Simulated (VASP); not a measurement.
Wanted: the native input for a VASP 6.6.1 run.

```yaml
Task: single point
Functional: PBEsol
Potentials_or_basis: VASP PAW PBE potentials, release 64 (Li_sv, Mg)
Cutoff: 520 eV
k_mesh: 16 × 16 × 10
Occupations: gaussian, width 0.15 eV
Spin: no spin polarisation
Dipole_correction: no
Further_INCAR_settings: ALGO = Fast; EDIFF = 1e-07; NBANDS = 10
```

The structure of LiMg lies in POSCAR:

```
LiMg
1.0
    1.7246181000     -2.4619485100      0.0000000000
    1.7246181000      2.4619485100      0.0000000000
    0.0000000000      0.0000000000      4.8884131000
Li Mg
1 1
Direct
    0.0000000000      0.0000000000      0.0000000000
    0.5000000000      0.5000000000      0.5000000000
```

The input as run:

INCAR

```
PREC = Accurate
ENCUT = 520
EDIFF = 1E-7
ISMEAR = 0
SIGMA = 0.15
LREAL = F
LASPH = T
NELM = 80
ALGO = Fast
ISIF = 2
LWAVE = F
LCHARG = F
GGA = PS
NBANDS = 10
```

KPOINTS

```
regular mesh
0
Gamma
  16 16 10
```

Potentials or basis: VASP PAW PBE potentials, release 64 (Li_sv, Mg).

Launch:

```console
$ cat potpaw_PBE.64/Li_sv/POTCAR potpaw_PBE.64/Mg/POTCAR > POTCAR
$ mpirun -np 1 vasp_std > vasp.out
```

It took 78 s on 1 thread of Intel(R) Xeon(R) Platinum 8488C (Sapphire Rapids), with other jobs on the host, peak memory 0.3 GiB.
